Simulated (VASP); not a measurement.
Here is a VASP 6.6.1 calculation.

The input INCAR:

```
PREC = Accurate
ENCUT = 600
EDIFF = 1E-7
ISMEAR = -1
SIGMA = 0.05
LREAL = F
LASPH = T
NELM = 60
ALGO = Normal
ISIF = 3
LWAVE = F
LCHARG = F
GGA = CA
IBRION = 2
NSW = 80
EDIFFG = -0.01
PSTRESS = 50.0
```

Contents of KPOINTS:

```
regular mesh
0
Gamma
  7 7 7
```

Contents of POSCAR:

```
TePb
1.0
    0.0000000000      3.2310000000      3.2310000000
    3.2310000000      0.0000000000      3.2310000000
    3.2310000000      3.2310000000      0.0000000000
Pb Te
1 1
Direct
    0.0000000000      0.0000000000      0.0000000000
    0.5000000000      0.5000000000      0.5000000000
```

Potentials or basis: VASP PAW LDA potentials, release 64 (Pb_d, Te).

Run with:

```sh
$ cat potpaw_LDA.64/Pb_d/POTCAR potpaw_LDA.64/Te/POTCAR > POTCAR
$ mpirun -np 1 vasp_std > vasp.out
```

Question: What does it give for the relaxed cell?

Answer: a = 4.388 Å, b = 4.388 Å, c = 4.388 Å, α = 60.00°, β = 60.00°, γ = 60.00°.

Question: What does it give for the relaxed volume?

Answer: 29.88 Å³/atom.

Question: Predict the space group after relaxing (to 0.05 Å).

Answer: Fm-3m (No. 225).

Step by step:
```tsv
step	energy change (eV)	largest force (eV/Å)	pressure (GPa)	volume (Å³)
1	0.0000	0.0000	-1.65	67.46
2	0.3306	0.0000	12.45	54.69
3	0.0612	0.0000	4.90	59.83
4	0.0657	0.0000	5.09	59.69
5	0.0618	0.0000	4.93	59.81
6	0.0636	0.0000	5.00	59.76
```

Caveat: the cell is relaxed towards a set pressure, so the enthalpy falls and the energy may rise. Zero-point motion and thermal expansion aren't in these numbers.
